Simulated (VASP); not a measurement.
# TiO2 (P4_2/mnm) in VASP: notebook

The runs below take TiO2 through single point, with PBE, r2SCAN.

Everything below comes from runs of VASP 6.6.1. Logs are shortened: lines on timing, memory, paths and dates and some standing lists are left out, and cuts for length are marked.

## Step 1: The cell of the first run

Symmetry: P4_2/mnm, No. 136, tetragonal system. Conventional cell: a = 4.597 Å, b = 4.597 Å, c = 2.954 Å, α = 90.00°, β = 90.00°, γ = 90.00°. Ti (site symmetry mmm) has 6 O at 1.95 to 1.98 Å within 2.6 Å. O (site symmetry m2m) has 3 Ti at 1.95 to 1.98 Å and 1 O at 2.54 Å within 2.6 Å.

## Step 2: Single point, PBE

The input, INCAR:

```
SYSTEM = TiO2
PREC = Accurate ; ENCUT = 520
EDIFF = 1E-6 ; ISMEAR = -1
SIGMA = 0.02 ; LREAL = .FALSE.
LASPH = .TRUE. ; NELM = 60
ALGO = Normal ; ISIF = 2
LWAVE = .FALSE. ; LCHARG = .FALSE.
GGA = PE ; NBANDS = 33
```

The input, KPOINTS:

```
regular mesh
0
G
  6 6 8
  0 0 0
```

The input, POSCAR:

```
TiO2
1.0
    4.5968452312      0.0000000000      0.0000000000
    0.0000000000      4.5968452312      0.0000000000
    0.0000000000      0.0000000000      2.9535027930
Ti O
2 4
Direct
    0.5000000000      0.5000000000      0.0000000000
    0.0000000000      0.0000000000      0.5000000000
    0.6953570144      0.6953570144      0.5000000000
    0.8046429856      0.1953570144      0.0000000000
    0.1953570144      0.8046429856      0.0000000000
    0.3046429856      0.3046429856      0.5000000000
```

Potentials or basis: VASP PAW PBE potentials, release 64 (Ti_sv, O).

On the command line:

```sh
$ cat potpaw_PBE.64/Ti_sv/POTCAR potpaw_PBE.64/O/POTCAR > POTCAR
$ mpirun -np 1 vasp_std > vasp.out
```

OUTCAR:

```text
SYSTEM = TiO2
   PREC = Accurate
   ENCUT = 520
   EDIFF = 1E-6
   ISMEAR = -1
   LREAL = .FALSE.
   LASPH = .TRUE.
   NELM = 60
   ISIF = 2
   GGA = PE

 ion  position               nearest neighbor table
   1  0.500  0.500  0.000-   3 1.95   6 1.95   3 1.95   6 1.95   5 1.98   4 1.98
   2  0.000  0.000  0.500-   4 1.95   5 1.95   4 1.95   5 1.95   3 1.98   6 1.98
   3  0.695  0.695  0.500-   1 1.95   1 1.95   2 1.98
   4  0.805  0.195  0.000-   2 1.95   2 1.95   1 1.98
   5  0.195  0.805  0.000-   2 1.95   2 1.95   1 1.98
   6  0.305  0.305  0.500-   1 1.95   1 1.95   2 1.98

  LATTYP: Found a simple tetragonal cell.
 ALAT       =     4.5968452312
 C/A-ratio  =     0.6425064679

  Lattice vectors:

 A1 = (   4.5968452312,   0.0000000000,   0.0000000000)
 A2 = (   0.0000000000,   4.5968452312,   0.0000000000)
 A3 = (   0.0000000000,   0.0000000000,   2.9535027930)

Analysis of symmetry for initial positions (statically):
=====================================================================
 Subroutine PRICEL returns:
 Original cell was already a primitive cell.

 Routine SETGRP: Setting up the symmetry group for a
 simple tetragonal supercell.

 Subroutine GETGRP returns: Found 16 space group operations
 (whereof  8 operations were pure point group operations)
 out of a pool of 16 trial point group operations.

The static configuration has the point symmetry D_2h.
 The point group associated with its full space group is D_4h.

Analysis of symmetry for dynamics (positions and initial velocities):
=====================================================================
 Subroutine PRICEL returns:
 Original cell was already a primitive cell.

 Routine SETGRP: Setting up the symmetry group for a
 simple tetragonal supercell.

 Subroutine GETGRP returns: Found 16 space group operations
 (whereof  8 operations were pure point group operations)
 out of a pool of 16 trial point group operations.

The dynamic configuration has the point symmetry D_2h.
 The point group associated with its full space group is D_4h.

 Subroutine INISYM returns: Found 16 space group operations
 (whereof  8 operations are pure point group operations),
 and found     1 'primitive' translations

----------------------------------------------------------------------------------------

                                     Primitive cell

  volume of cell :      62.4104

  direct lattice vectors                    reciprocal lattice vectors
[... 97 lines left out ...]
   EDIFFG = 0.1E-04   stopping-criterion for IOM
   NSW    =      0    number of steps for IOM
   IBRION =     -1    ionic relax: 0-MD 1-quasi-New 2-CG
   NFREE  =      0    steps in history (QN), initial steepest desc. (CG)
   ISIF   =      2    stress and relaxation
   ISYM   =      2    0-nonsym 1-usesym 2-fastsym
   POTIM  = 0.5000    time-step for ionic-motion
   TEBEG  =    0.0;   TEEND  =   0.0 temperature during run
   PSTRESS=    0.0 pullay stress
   NELECT =      48.0000    total number of electrons
   NUPDOWN=      -1.0000    fix difference up-down
   EMIN   =  10.00;   EMAX   =-10.00  energy-range for DOS
   EFERMI =   0.00;   METHOD = LEGACY
   ISMEAR =    -1;   SIGMA  =   0.02  broadening in eV -4-tet -1-fermi 0-gaus
   EFERMI_NEDOS =   21; number of points for ismear=-14 and -15
   IALGO  =     38    algorithm
   IMIX   =      4    mixing-type and parameters
     AMIX     =   0.40;   BMIX     =  1.00
     AMIX_MAG =   1.60;   BMIX_MAG =  1.00
  volume/ion in A,a.u.               =      10.40        70.19
  Fermi-wavevector in a.u.,A,eV,Ry     =   1.499925  2.834447 30.610045  2.249775
  Thomas-Fermi vector in A             =   2.611492
   LORBIT       =      0    0 simple, 1 ext, 2 COOP (PROOUT), +10 PAW based schemes
   GGA     = PE    functional components
   LHFCALC =     F    Hartree Fock is set to
   AEXX    =    0.0000 exact exchange contribution
   IVDW    =     0    specifies the selected vdW correction
   LEPSILON=     F    determine dielectric tensor
   LRPA    =     F    only Hartree local field effects (RPA)
 non-spin polarized calculation
  energy-cutoff  :      520.00
  volume of cell :       62.41
 maximum number of plane-waves:      1698
 NGX is ok and might be reduce to    36
   NGX = 17   NGY = 17   NGZ = 11

 number of electron      48.0000021 magnetization

 Free energy of the ion-electron system (eV)
  ---------------------------------------------------
  ext. energy  EPLUGINS =         0.00000000
  ---------------------------------------------------
  free energy    TOTEN  =       -53.64479237 eV

  energy without entropy =      -53.64479237  energy(sigma->0) =      -53.64479237

 E-fermi :   5.3254     XC(G=0): -11.4137

 val. band max:        4.8510097638   @ k =   0.0000   0.0000   0.0000
 cond. band min:       6.7122911011   @ k =   0.0000   0.0000   0.0000
 fundamental gap:      1.8612813374
 Fermi energy:         5.3254483390

 k-point     1 :       0.0000    0.0000    0.0000
  band No.  band energies     occupation
      1     -52.0650      2.00000
      2     -52.0479      2.00000
      3     -28.3735      2.00000
      4     -28.3735      2.00000
      5     -28.2079      2.00000
      6     -28.2079      2.00000
[... 853 lines left out ...]
     32       9.9858      0.00000
     33      11.4793      0.00000

 [... further k-points ...]

------------------------ aborting loop because EDIFF is reached ----------------------------------------

  FORCE on cell =-STRESS in cart. coord.  units (eV):
  Direction    XX          YY          ZZ          XY          YZ          ZX
  --------------------------------------------------------------------------------------
  -------------------------------------------------------------------------------------
  Total        2.2806498      2.2806498      2.3070012      0.0000000      0.0000000      0.0000000
  in kB       58.5479972     58.5479972     59.2244808      0.0000000      0.0000000      0.0000000
  external PRESSURE =      58.7734917 kB  Pullay stress =       0.0000000 kB

 VOLUME and BASIS-vectors are now :
 -----------------------------------------------------------------------------
  energy-cutoff  :      520.00
  volume of cell :       62.41
      direct lattice vectors                 reciprocal lattice vectors
     4.596845231  0.000000000  0.000000000     0.217540498  0.000000000  0.000000000
     0.000000000  4.596845231  0.000000000     0.000000000  0.217540498  0.000000000
     0.000000000  0.000000000  2.953502793     0.000000000  0.000000000  0.338581024

 POSITION                                       TOTAL-FORCE (eV/Angst)
 -----------------------------------------------------------------------------------
      2.29842      2.29842      0.00000         0.000000     -0.000000     -0.000000
      0.00000      0.00000      1.47675         0.000000     -0.000000     -0.000000
      3.19645      3.19645      1.47675         0.057691      0.057691     -0.000000
      3.69882      0.89803      0.00000        -0.057691      0.057691     -0.000000
      0.89803      3.69882      0.00000         0.057691     -0.057691     -0.000000
      1.40040      1.40040      1.47675        -0.057691     -0.057691      0.000000
 -----------------------------------------------------------------------------------
    total drift:                                0.000000      0.000000      0.000000

  FREE ENERGIE OF THE ION-ELECTRON SYSTEM (eV)
  ---------------------------------------------------
  free  energy   TOTEN  =       -53.6447923676 eV

  energy  without entropy=      -53.6447923676  energy(sigma->0) =      -53.64479237
```

OSZICAR:

```text
N       E                     dE             d eps       ncg     rms          rms(c)
DAV:   1     0.664785134879E+03    0.66479E+03   -0.24399E+04  3300   0.173E+03
DAV:   2     0.305867455404E+02   -0.63420E+03   -0.58708E+03  3624   0.521E+02
DAV:   3    -0.651682092752E+02   -0.95755E+02   -0.94048E+02  4497   0.191E+02
DAV:   4    -0.708610513154E+02   -0.56928E+01   -0.56810E+01  4810   0.439E+01
DAV:   5    -0.711148774734E+02   -0.25383E+00   -0.25380E+00  4332   0.715E+00    0.315E+01
DAV:   6    -0.539355509112E+02    0.17179E+02   -0.74797E+01  4258   0.886E+01    0.110E+01
DAV:   7    -0.539141751088E+02    0.21376E-01   -0.13479E+01  4091   0.329E+01    0.925E+00
DAV:   8    -0.538256070074E+02    0.88568E-01   -0.48421E-01  4193   0.492E+00    0.773E+00
DAV:   9    -0.538320347542E+02   -0.64277E-02   -0.14748E+00  4290   0.142E+01    0.384E+00
DAV:  10    -0.536517055730E+02    0.18033E+00   -0.77586E-01  4150   0.854E+00    0.790E-01
DAV:  11    -0.536461029042E+02    0.56027E-02   -0.35525E-02  3952   0.156E+00    0.488E-01
DAV:  12    -0.536457330263E+02    0.36988E-03   -0.69647E-03  3621   0.987E-01    0.248E-01
DAV:  13    -0.536448334117E+02    0.89961E-03   -0.20477E-03  4539   0.388E-01    0.640E-02
DAV:  14    -0.536448328996E+02    0.51209E-06   -0.10789E-04  3969   0.804E-02    0.539E-02
DAV:  15    -0.536447915503E+02    0.41349E-04   -0.16436E-04  4336   0.114E-01    0.637E-03
DAV:  16    -0.536447922620E+02   -0.71172E-06   -0.13098E-05  3930   0.279E-02    0.571E-03
DAV:  17    -0.536447923676E+02   -0.10555E-06   -0.42672E-07  2082   0.502E-03
   1 F= -.53644792E+02 E0= -.53644792E+02  d E =-.185518E-12
```

stdout:

```text
POSCAR found type information on POSCAR TiO
 POSCAR found :  2 types and       6 ions
 scaLAPACK will be used
 LDA part: xc-table for (Slater+PW92), standard interpolation
 POSCAR, INCAR and KPOINTS ok, starting setup
 FFT: planning ... GRIDC
 FFT: planning ... GRID_SOFT
 FFT: planning ... GRID
 WAVECAR not read
 entering main loop
```

Wall time 1.7 min (1 thread of Intel Xeon Platinum 8375C at 2.90GHz (Ice Lake), shared host); peak memory 0.22 GiB.

Results:

| Item | Value |
| --- | --- |
| Free energy | -53.6448 eV |
| Pressure | 5.9 GPa |
| Largest force | 0.082 eV/Å |
| Band gap on the k mesh | 1.86 eV |

Forces in eV/Å, atoms in the order of the input:
```
Ti   0.000  0.000  0.000
Ti   0.000  0.000  0.000
O    0.058  0.058  0.000
O   -0.058  0.058  0.000
O    0.058 -0.058  0.000
O   -0.058 -0.058  0.000
```

Levels at points of the mesh, in eV from the valence-band top:
| k point | band 21 | band 22 | band 23 | band 24 | band 25 | band 26 | band 27 | band 28 |
| --- | --- | --- | --- | --- | --- | --- | --- | --- |
| (0.00, 0.00, 0.00) | -0.70 | -0.45 | -0.45 | 0.00 | 1.86 | 2.16 | 2.40 | 2.50 |
| (0.50, 0.00, 0.00) | -1.63 | -1.63 | -0.74 | -0.74 | 2.53 | 2.53 | 3.02 | 3.02 |
| (0.50, 0.50, 0.00) | -1.30 | -1.30 | -1.06 | -1.06 | 1.90 | 1.90 | 2.52 | 2.52 |
| (0.00, 0.00, 0.50) | -2.36 | -2.36 | -1.43 | -1.43 | 2.96 | 2.96 | 3.18 | 3.18 |
| (0.50, 0.00, 0.50) | -2.04 | -2.04 | -1.04 | -1.04 | 1.91 | 1.91 | 3.20 | 3.20 |
| (0.50, 0.50, 0.50) | -1.28 | -1.28 | -0.67 | -0.67 | 2.59 | 2.59 | 3.21 | 3.21 |

Caveat: the cell stands under pressure.

(Part 1 of 2 ends here.)
